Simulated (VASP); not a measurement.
Wanted: the native input for a VASP 6.6.1 run.

```yaml
Task: single point
Functional: LDA
Potentials_or_basis: VASP PAW LDA potentials, release 64 (P)
Cutoff: 520 eV
k_mesh: 17 × 17 × 17
Occupations: fermi-dirac, width 0.1 eV
Spin: no spin polarisation
Dipole_correction: no
Further_INCAR_settings: ALGO = Normal; EDIFF = 1e-06; NBANDS = 8
```

The structure of P lies in POSCAR:

```
P
1.0
    0.0000000000      1.9060334215      1.9060334215
    1.9060334215      0.0000000000      1.9060334215
    1.9060334215      1.9060334215      0.0000000000
P
1
Direct
    0.0000000000      0.0000000000      0.0000000000
```

One way to write it, as run:

INCAR

```
SYSTEM = P
PREC = Accurate ; ENCUT = 520
EDIFF = 1E-6 ; ISMEAR = -1
SIGMA = 0.1 ; LREAL = .False.
LASPH = .True. ; NELM = 60
ALGO = Normal ; ISIF = 2
LWAVE = .False. ; LCHARG = .False.
NBANDS = 8
```

KPOINTS

```
Automatic mesh
0
Gamma
  17 17 17
  0 0 0
```

Potentials or basis: VASP PAW LDA potentials, release 64 (P).

Command:

```bash
$ cat potpaw_LDA.64/P/POTCAR > POTCAR
$ mpirun -np 1 vasp_std > vasp.out
```

It gave:

* Pressure: -0.1 GPa

Wall time 7.8 s on 1 thread of AMD EPYC 7R13 Processor (Zen 3), on a shared host, peak memory 0.09 GiB.
